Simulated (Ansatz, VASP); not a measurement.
One calculation of AlIn7N8, two programs

```xyz
16
Lattice="0.0000 0.0000 -5.6069 -6.9592 0.0000 0.0000 3.4796 6.0268 0.0000" Properties=species:S:1:pos:R:3 pbc="T T T"
Al   -3.4796    2.0089    0.0000
In    0.0000    2.0089    0.0000
In   -1.7398    5.0224    0.0000
In    1.7398    5.0224    0.0000
In   -1.7398    1.0045   -2.8035
In   -5.2194    1.0045   -2.8035
In    0.0000    4.0179   -2.8035
In   -3.4796    4.0179   -2.8035
N    -3.4796    2.0089   -3.5043
N     0.0000    2.0089   -3.5043
N    -1.7398    5.0224   -3.5043
N     1.7398    5.0224   -3.5043
N    -1.7398    1.0045   -0.7009
N    -5.2194    1.0045   -0.7009
N     0.0000    4.0179   -0.7009
N    -3.4796    4.0179   -0.7009
```

Alike in both runs: task relaxation of cell and atoms; functional PBEsol; k mesh 4 × 3 × 3; occupations gaussian, width 0.1 eV; no spin polarisation.

```csv
,VASP,Ansatz
version,VASP 6.6.1,Ansatz 0.2.0
potentials or method,"VASP PAW PBE potentials, release 64 (Al, In_d, N), cutoff 600 eV","scalar-relativistic, plane waves, PAW"
valence electrons in the cell,134,134
```

Ansatz gave:

| Property | Result |
| --- | --- |
| gap on the k mesh at the Fermi level, each at its own relaxed structure (eV) | 0.11 |
| relaxed volume (Å³/atom) | 14.74 |
| relaxed length of the cell vector where the two differ most in proportion (Å) | 5.618 |

Q: Estimate VASP's values.

A: gap on the k mesh at the Fermi level, each at its own relaxed structure (eV): 0.11; relaxed volume (Å³/atom): 14.76; relaxed length of the cell vector where the two differ most in proportion (Å): 5.620.

VASP's potentials were made for PBE, not for PBEsol.
